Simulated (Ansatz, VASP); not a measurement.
## Au in VASP and in Ansatz

```
Au
1.0
     0.00000    2.07826    2.07826
     2.07826    0.00000    2.07826
     2.07826    2.07826    0.00000
Au
1
Cartesian
  0.0000 0.0000 0.0000
```

Alike in both runs: task single point; functional PBE; k mesh 13 × 13 × 13; occupations methfessel-paxton of order 1, width 0.01 eV; no spin polarisation.

|  | VASP | Ansatz |
| --- | --- | --- |
| version | VASP 6.6.1 | Ansatz 0.2.0 |
| potentials or method | VASP PAW PBE potentials, release 64 (Au), cutoff 520 eV | plane waves (420 eV) with PAW, scalar-relativistic |
| valence electrons in the cell | 11 | 19 |

```csv
,VASP,Ansatz,Ansatz less VASP
pressure (GPa),-0.4,-0.1,+0.25
```

VASP's potentials hold 11 valence electrons a cell and Ansatz's 19, so a difference there can come from the potentials and not from the codes.

Spin-orbit coupling is off throughout.
